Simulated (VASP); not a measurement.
# SnO2 (Cm) in VASP: a series of runs

The runs below take SnO2 through single point, with PBE+D3(BJ).

All numbers are computed with VASP 6.6.1; they aren't measurements. Logs are shortened: lines on timing, memory, paths and dates and some standing lists are left out, and cuts for length are marked.

**1. The cell of the first run**

The structure is monoclinic, space group Cm (No. 8). Conventional cell: a = 5.607 Å, b = 3.237 Å, c = 4.680 Å, α = 90.00°, β = 113.54°, γ = 90.00°. Sn (site symmetry m) has 6 O at 1.97 to 2.19 Å within 2.6 Å. Within 2.9 Å of O (site symmetry m) lie 3 Sn at 2.10 to 2.14 Å and 4 O at 2.68 to 2.89 Å. Within 2.7 Å of O (site symmetry m) lie 3 Sn at 1.97 to 2.19 Å and 2 O at 2.68 Å.

**2. Single point, PBE+D3(BJ) (atoms displaced along a vibrational mode)**

File INCAR:

```
SYSTEM = SnO2
PREC     = Accurate       ! precision mode
ENCUT    = 520            ! plane-wave cutoff, eV
EDIFF    = 1E-6           ! SCF threshold, eV
ISMEAR   = 0              ! smearing method
SIGMA    = 0.05           ! smearing width, eV
LREAL    = .False.        ! projectors in reciprocal space
LASPH    = .True.         ! aspherical terms in the spheres
NELM     = 100            ! most SCF steps
ALGO     = Normal         ! electronic algorithm
ISIF     = 2              ! what is computed and relaxed
LWAVE    = .False.        ! write WAVECAR
LCHARG   = .False.        ! write CHGCAR
GGA      = PE             ! functional
IVDW     = 12             ! dispersion correction
NBANDS   = 64             ! bands
```

File KPOINTS:

```
Automatic mesh
0
Gamma
  6 6 6
  0 0 0
```

File POSCAR:

```
SnO2
1.0
    3.2373377712      1.8690778337      4.2908446647
   -3.2373377712      1.8690778337      4.2908446647
    0.0000000000     -3.7381556673      4.2908446647
Sn O
4 8
Direct
    0.8611627018      0.8665870361      0.8665870359
    0.3612019150      0.3665827240      0.8665912355
    0.3612019150      0.8665912357      0.3665827238
    0.8611761870      0.3665906667      0.3665906665
    0.1222292571      0.6206172443      0.6206172562
    0.6222502795      0.1206734319      0.6206335629
    0.6222502795      0.6206335510      0.1206734438
    0.6340259957      0.5955930264      0.5955930163
    0.1222416738      0.1206594863      0.1206594982
    0.1340737423      0.0955351563      0.5955735529
    0.1340737423      0.5955735629      0.0955351463
    0.6340422647      0.0955668981      0.0955668881
```

Potentials or basis: VASP PAW PBE potentials, release 64 (Sn_d, O).

The run is started by

```
> cat potpaw_PBE.64/Sn_d/POTCAR potpaw_PBE.64/O/POTCAR > POTCAR
> mpirun -np 1 vasp_std > vasp.out
```

OUTCAR:

```text
SYSTEM = SnO2
   PREC = Accurate
   ENCUT = 520
   EDIFF = 1E-6
   ISMEAR = 0
   LREAL = .False.
   LASPH = .True.
   NELM = 100
   ISIF = 2
   GGA = PE
   IVDW = 12
 IVDW          = 12

 ion  position               nearest neighbor table
   1  0.861  0.867  0.867-  12 1.97   6 2.10   7 2.10   5 2.14  11 2.19  10 2.19   2 3.24   3 3.24
                             4 3.24   4 3.24   2 3.24   3 3.24
   2  0.361  0.367  0.867-  11 1.97   9 2.10   5 2.10   6 2.14  12 2.19   8 2.19   1 3.24   4 3.24
                             3 3.24   3 3.24   4 3.24   1 3.24
   3  0.361  0.867  0.367-  10 1.97   9 2.10   5 2.10   7 2.14  12 2.19   8 2.19   1 3.24   4 3.24
                             2 3.24   2 3.24   4 3.24   1 3.24
   4  0.861  0.367  0.367-   8 1.97   7 2.10   6 2.10   9 2.14  10 2.19  11 2.19   3 3.24   2 3.24
                             1 3.24   1 3.24   3 3.24   2 3.24
   5  0.122  0.621  0.621-   2 2.10   3 2.10   1 2.14
   6  0.622  0.121  0.621-   4 2.10   1 2.10   2 2.14
   7  0.622  0.621  0.121-   4 2.10   1 2.10   3 2.14
   8  0.634  0.596  0.596-   4 1.97   3 2.19   2 2.19
   9  0.122  0.121  0.121-   3 2.10   2 2.10   4 2.14
  10  0.134  0.096  0.596-   3 1.97   1 2.19   4 2.19
  11  0.134  0.596  0.096-   2 1.97   1 2.19   4 2.19
  12  0.634  0.096  0.096-   1 1.97   2 2.19   3 2.19

  LATTYP: Found a trigonal (rhomboedric) cell.
 ALAT       =     5.6907957027
 COS(alpha) =     0.3527679204

  Lattice vectors:

 A1 = (   3.2373377712,   1.8690778337,   4.2908446647)
 A2 = (  -3.2373377712,   1.8690778337,   4.2908446647)
 A3 = (   0.0000000000,  -3.7381556673,   4.2908446647)

Analysis of symmetry for initial positions (statically):
=====================================================================
 Subroutine PRICEL returns:
 Original cell was already a primitive cell.

 Routine SETGRP: Setting up the symmetry group for a
 trigonal (rhombohedral) supercell.

 Subroutine GETGRP returns: Found  2 space group operations
 (whereof  2 operations were pure point group operations)
 out of a pool of 12 trial point group operations.

The static configuration has the point symmetry C_1h.

Analysis of symmetry for dynamics (positions and initial velocities):
=====================================================================
 Subroutine PRICEL returns:
 Original cell was already a primitive cell.

 Routine SETGRP: Setting up the symmetry group for a
 trigonal (rhombohedral) supercell.

 Subroutine GETGRP returns: Found  2 space group operations
 (whereof  2 operations were pure point group operations)
[... 136 lines left out ...]
   EFERMI =   0.00;   METHOD = LEGACY
   ISMEAR =     0;   SIGMA  =   0.05  broadening in eV -4-tet -1-fermi 0-gaus
   EFERMI_NEDOS =   21; number of points for ismear=-14 and -15
   IALGO  =     38    algorithm
   IMIX   =      4    mixing-type and parameters
     AMIX     =   0.40;   BMIX     =  1.00
     AMIX_MAG =   1.60;   BMIX_MAG =  1.00
  volume/ion in A,a.u.               =      12.98        87.60
  Fermi-wavevector in a.u.,A,eV,Ry     =   1.430813  2.703844 27.854188  2.047225
  Thomas-Fermi vector in A             =   2.550617
   LORBIT       =      0    0 simple, 1 ext, 2 COOP (PROOUT), +10 PAW based schemes
   GGA     = PE    functional components
   LHFCALC =     F    Hartree Fock is set to
   AEXX    =    0.0000 exact exchange contribution
   IVDW    =    12    specifies the selected vdW correction
   LEPSILON=     F    determine dielectric tensor
   LRPA    =     F    only Hartree local field effects (RPA)
 non-spin polarized calculation
 Gauss-broadening in eV      SIGMA  =   0.05
  energy-cutoff  :      520.00
  volume of cell :      155.78
 maximum number of plane-waves:      4212
   NGX = 21   NGY = 21   NGZ = 21

 number of electron     103.9999967 magnetization

 Free energy of the ion-electron system (eV)
  ---------------------------------------------------
  ext. energy  EPLUGINS =         0.00000000
  ---------------------------------------------------
  free energy    TOTEN  =       -72.08371955 eV

  energy without entropy =      -72.08371955  energy(sigma->0) =      -72.08371955

 E-fermi :   5.0983     XC(G=0): -10.7276

 val. band max:        4.8738802215   @ k =   0.0000   0.0000   0.0000
 cond. band min:       6.4061579406   @ k =   0.0000   0.0000   0.0000
 fundamental gap:      1.5322777191
 Fermi energy:         5.0983035715

 k-point     1 :       0.0000    0.0000    0.0000
  band No.  band energies     occupation
      1     -16.0071      2.00000
      2     -15.9731      2.00000
      3     -15.9726      2.00000
      4     -15.4358      2.00000
      5     -15.2101      2.00000
      6     -15.1448      2.00000
[... 1597 lines left out ...]
     63      14.3743      0.00000
     64      14.5782      0.00000

 [... further k-points ...]

------------------------ aborting loop because EDIFF is reached ----------------------------------------

 Edisp (eV)   -2.41288

 E8    (eV) :    -0.9594

  FORCE on cell =-STRESS in cart. coord.  units (eV):
  Direction    XX          YY          ZZ          XY          YZ          ZX
  --------------------------------------------------------------------------------------
  -------------------------------------------------------------------------------------
  Total       3.49903     1.92627     2.21460     1.36205    -3.59073    -6.21933
  in kB      35.98729    19.81153    22.77701    14.00863   -36.93042   -63.96538
  external pressure =       26.19 kB  Pullay stress =        0.00 kB

 VOLUME and BASIS-vectors are now :
 -----------------------------------------------------------------------------
  energy-cutoff  :      520.00
  volume of cell :      155.78
      direct lattice vectors                 reciprocal lattice vectors
     3.237337771  1.869077834  4.290844665     0.154447894  0.089170533  0.077684782
    -3.237337771  1.869077834  4.290844665    -0.154447894  0.089170533  0.077684782
     0.000000000 -3.738155667  4.290844665     0.000000000 -0.178341066  0.077684782

 POSITION                                       TOTAL-FORCE (eV/Angst)
 -----------------------------------------------------------------------------------
     -0.01756     -0.01014     11.13190         1.590951      0.918536     -0.404584
     -0.01742     -1.87917      6.84122         1.582647      0.916835     -0.406250
     -1.63612      0.92450      6.84122         1.585326      0.912195     -0.406250
      1.60114      0.92442      6.84114         1.586718      0.916092     -0.400184
     -1.61345     -0.93153      5.85041         0.080004      0.046190     -0.088850
      1.62377     -0.93144      5.85081         0.080775      0.045200     -0.092635
      0.00523      1.87195      5.85081         0.079532      0.047354     -0.092635
      0.12442      0.07183      7.83170        -1.663348     -0.960335      0.494584
      0.00512      0.00296      1.55998         0.080747      0.046619     -0.092326
      0.12476     -1.79719      3.54073        -1.668910     -0.963210      0.496377
     -1.49403      1.00664      3.54073        -1.668619     -0.963713      0.496377
      1.74323      1.00645      3.54070        -1.665823     -0.961763      0.496377
 -----------------------------------------------------------------------------------
    total drift:                                0.003987      0.002326     -0.000772

  FREE ENERGIE OF THE ION-ELECTRON SYSTEM (eV)
  ---------------------------------------------------
  free  energy   TOTEN  =       -74.4965976796 eV

  energy  without entropy=      -74.4965976796  energy(sigma->0) =      -74.49659768
```

stdout:

```text
POSCAR found type information on POSCAR SnO
 POSCAR found :  2 types and      12 ions
 scaLAPACK will be used
 LDA part: xc-table for (Slater+PW92), standard interpolation
 POSCAR, INCAR and KPOINTS ok, starting setup
 FFT: planning ... GRIDC
 FFT: planning ... GRID_SOFT
 FFT: planning ... GRID
 WAVECAR not read
 entering main loop
```

Wall time 15 min (1 thread of Oxide Virtual Turin-like, shared host); peak memory 0.54 GiB.

What came out:

| Item | Value |
| --- | --- |
| Free energy | -74.4966 eV |
| Pressure | 2.6 GPa |
| Largest force | 1.990 eV/Å |
| Band gap on the k mesh | 1.53 eV |
| Dispersion energy per atom | -0.201 eV |

Forces in eV/Å, atoms in the order of the input:
```
Sn   1.591  0.919 -0.405
Sn   1.583  0.917 -0.406
Sn   1.585  0.912 -0.406
Sn   1.587  0.916 -0.400
O    0.080  0.046 -0.089
O    0.081  0.045 -0.093
O    0.080  0.047 -0.093
O   -1.663 -0.960  0.495
O    0.081  0.047 -0.092
O   -1.669 -0.963  0.496
O   -1.669 -0.964  0.496
O   -1.666 -0.962  0.496
```

Stress tensor (GPa, compression positive):
```
 3.60  1.40 -6.40
 1.40  1.98 -3.69
-6.40 -3.69  2.28
```

Levels at points of the mesh, in eV from the valence-band top:
```csv
k point,band 48,band 49,band 50,band 51,band 52,band 53,band 54,band 55,band 56,band 57
"(0.00, 0.00, 0.00)",-0.54,-0.15,-0.01,-0.01,0.00,1.53,4.66,4.67,5.02,5.47
"(0.50, 0.00, 0.00)",-0.61,-0.30,-0.29,-0.12,-0.12,4.18,4.18,5.46,5.46,6.64
"(0.00, 0.50, 0.00)",-0.50,-0.45,-0.45,-0.05,-0.05,3.97,3.97,5.56,5.56,6.64
"(0.50, 0.50, 0.00)",-0.92,-0.57,-0.57,-0.13,-0.13,4.38,4.38,5.59,5.59,7.33
"(0.00, 0.50, 0.50)",-0.85,-0.59,-0.59,-0.22,-0.22,4.56,4.56,5.40,5.40,7.44
"(0.50, 0.50, 0.50)",-1.01,-0.92,-0.90,-0.88,-0.88,3.44,5.12,5.13,5.56,5.74
```

Caveat: the cell differs from its parent crystal (atoms displaced along a vibrational mode); spin-orbit coupling is left out, which moves the levels of the heavy elements; forces of over 1 eV/Å act on the atoms, so gaps and moduli don't describe the material at rest.

**3. Single point, PBE+D3(BJ) (atoms displaced along a vibrational mode)**

File INCAR:

```
SYSTEM = SnO2
ALGO = Normal ; EDIFF = 1E-7
ENCUT = 520 ; GGA = PE
ISIF = 2 ; ISMEAR = 0
IVDW = 12 ; LASPH = .True.
LCHARG = .True. ; LELF = .True.
LREAL = .False. ; LVHAR = .True.
LWAVE = .False. ; NBANDS = 64
NELM = 100 ; PREC = Accurate
SIGMA = 0.05
```

File KPOINTS:

```
k-points
0
Gamma
  6 6 6
  0 0 0
```

File POSCAR:

```
SnO2
1.0
    3.2373377715      1.8690778339      4.2908446674
   -3.2373377715      1.8690778339      4.2908446674
    0.0000000000     -3.7381556677      4.2908446674
Sn O
4 8
Direct
    0.8696031903      0.8623667914      0.8623667918
    0.3695762454      0.3624058493      0.8623784965
    0.3695762454      0.8623784961      0.3624058496
    0.8696016647      0.3623932111      0.3623932114
    0.1280109593      0.6178014539      0.6178014307
    0.6279185877      0.1177825984      0.6177810451
    0.6279185877      0.6177810683      0.1177825752
    0.5660433172      0.6295843510      0.6295843717
    0.1279789061      0.1177908876      0.1177908644
    0.0659436045      0.1296397810      0.6295874227
    0.0659436045      0.6295874020      0.1296398017
    0.5660145565      0.1295923796      0.1295924003
```

Potentials or basis: VASP PAW PBE potentials, release 64 (Sn_d, O).

The run is started by

```
> cat potpaw_PBE.64/Sn_d/POTCAR potpaw_PBE.64/O/POTCAR > POTCAR
> mpirun -np 1 vasp_std > vasp.out
```

Wall time 25 min (1 thread of Oxide Virtual Turin-like, shared host); peak memory 0.54 GiB.

The run converged. Its results:

- Free energy: -73.9403 eV
- Pressure: 4.1 GPa
- Largest force: 2.098 eV/Å
- Band gap on the k mesh: 1.42 eV
- Dispersion energy per atom: -0.201 eV

Forces on the atoms (eV/Å):
```
Sn  -0.903 -0.521 -0.638
Sn  -0.888 -0.520 -0.635
Sn  -0.894 -0.509 -0.635
Sn  -0.901 -0.520 -0.645
O   -0.756 -0.436 -0.238
O   -0.753 -0.434 -0.232
O   -0.753 -0.435 -0.232
O    1.649  0.952  0.871
O   -0.755 -0.436 -0.235
O    1.654  0.950  0.874
O    1.649  0.958  0.874
O    1.649  0.952  0.870
```

Stress tensor (GPa, compression positive):
```
 3.32 -1.03  9.00
-1.03  4.51  5.20
 9.00  5.20  4.47
```

Levels at points of the mesh, in eV from the valence-band top:
| k point | band 50 | band 51 | band 52 | band 53 | band 54 | band 55 |
| --- | --- | --- | --- | --- | --- | --- |
| (0.00, 0.00, 0.00) | -0.05 | -0.05 | -0.02 | 1.42 | 4.27 | 5.02 |
| (0.50, 0.00, 0.00) | -0.40 | -0.09 | -0.09 | 3.69 | 3.69 | 5.63 |
| (0.00, 0.50, 0.00) | -0.35 | -0.05 | -0.05 | 4.07 | 4.07 | 5.39 |
| (0.50, 0.50, 0.00) | -0.61 | -0.21 | -0.21 | 4.44 | 4.44 | 5.36 |
| (0.00, 0.50, 0.50) | -0.50 | -0.07 | -0.07 | 4.12 | 4.12 | 5.71 |
| (0.50, 0.50, 0.50) | -1.02 | -0.66 | -0.66 | 3.30 | 4.62 | 5.49 |

Caveat: the cell differs from its parent crystal (atoms displaced along a vibrational mode); the cell stands under pressure; spin-orbit coupling is left out, which moves the levels of the heavy elements; forces of over 1 eV/Å act on the atoms, so gaps and moduli don't describe the material at rest.

**4. Single point, PBE+D3(BJ) (atoms displaced along a vibrational mode)**

File INCAR:

```
SYSTEM = SnO2
PREC = Accurate ; ENCUT = 520
EDIFF = 1E-7 ; ISMEAR = 0
SIGMA = 0.05 ; LREAL = .False.
LASPH = .True. ; NELM = 60
ALGO = Normal ; ISIF = 2
LWAVE = .False. ; LCHARG = .False.
GGA = PE ; IVDW = 12
NBANDS = 64
```

File KPOINTS:

```
Automatic mesh
0
Gamma
  6 6 6
  0 0 0
```

File POSCAR:

```
SnO2
1.0
    3.2373377712      1.8690778337      4.2908446647
   -3.2373377712      1.8690778337      4.2908446647
    0.0000000000     -3.7381556673      4.2908446647
Sn O
4 8
Direct
    0.8599546529      0.8671910606      0.8671910603
    0.3600072963      0.3671776841      0.8671939443
    0.3600072963      0.8671939447      0.3671776838
    0.8599707692      0.3671903254      0.3671903250
    0.1143731220      0.6245325987      0.6245326219
    0.6144155027      0.1246014939      0.6245529853
    0.6144155027      0.6245529621      0.1246015171
    0.6507646949      0.5872236821      0.5872236614
    0.1143948400      0.1245828975      0.1245829207
    0.1508402613      0.0871440814      0.5872055098
    0.1508402613      0.5872055305      0.0871440607
    0.6507783403      0.0871914647      0.0871914440
```

The run is started by

```
> cat potpaw_PBE.64/Sn_d/POTCAR potpaw_PBE.64/O/POTCAR > POTCAR
> mpirun -np 1 vasp_std > vasp.out
```

It took 15 min on 1 thread of Oxide Virtual Turin-like, shared host; peak memory 0.54 GiB.

The run converged. Its results:

```yaml
Free_energy: -73.3352 eV
Pressure: 6.2 GPa
Largest_force: 3.935 eV/Å
Band_gap_on_the_k_mesh: 1.43 eV
Dispersion_energy_per_atom: -0.201 eV
```

Forces on the atoms (eV/Å):
```
Sn   2.751  1.588 -1.219
Sn   2.739  1.586 -1.220
Sn   2.743  1.579 -1.220
Sn   2.742  1.583 -1.211
O    0.447  0.258 -0.148
O    0.448  0.257 -0.154
O    0.446  0.259 -0.154
O   -3.185 -1.839  1.366
O    0.448  0.258 -0.153
O   -3.194 -1.844  1.371
O   -3.194 -1.845  1.371
O   -3.190 -1.842  1.370
```

Stress tensor (GPa, compression positive):
```
  7.93   3.34 -13.16
  3.34   4.08  -7.60
-13.16  -7.60   6.50
```

Levels at points of the mesh, in eV from the valence-band top:
```tsv
k point	band 48	band 49	band 50	band 51	band 52	band 53	band 54	band 55	band 56	band 57
(0.00, 0.00, 0.00)	-0.58	-0.35	-0.07	0.00	0.00	1.43	4.57	4.57	5.21	5.42
(0.50, 0.00, 0.00)	-0.76	-0.27	-0.27	-0.24	-0.24	4.20	4.20	5.36	5.36	6.59
(0.00, 0.50, 0.00)	-0.58	-0.53	-0.53	-0.06	-0.06	3.82	3.82	5.53	5.53	6.56
(0.50, 0.50, 0.00)	-0.99	-0.61	-0.61	-0.14	-0.13	4.22	4.22	5.58	5.58	7.15
(0.00, 0.50, 0.50)	-0.88	-0.64	-0.64	-0.30	-0.30	4.55	4.56	5.23	5.23	7.41
(0.50, 0.50, 0.50)	-1.00	-0.95	-0.86	-0.86	-0.79	3.30	4.93	4.93	5.65	5.73
```

Caveat: the cell differs from its parent crystal (atoms displaced along a vibrational mode); the cell stands under pressure; spin-orbit coupling is left out, which moves the levels of the heavy elements; forces of over 1 eV/Å act on the atoms, so gaps and moduli don't describe the material at rest.

**5. The runs side by side**

```csv
cell,gap on the mesh (eV),pressure (GPa),largest force (eV/Å)
"as given, atomic positions A",1.53,2.6,1.99
"as given, atomic positions B",1.42,4.1,2.10
"as given, atomic positions C",1.43,6.2,3.93
```

Alike in all rows: task single point; level PBE+D3(BJ); potentials or basis VASP PAW PBE potentials, release 64 (Sn_d, O); no spin polarisation; k mesh 6 × 6 × 6; cutoff (eV) 520; smearing gaussian 0.05 eV.

Caveats: spin-orbit coupling is left out, which moves the levels of the heavy elements; forces of over 1 eV/Å act on the atoms, so gaps and moduli don't describe the material at rest; the cell stands under pressure (at least some runs).

Absolute energies hang on the potentials; compare differences alone.
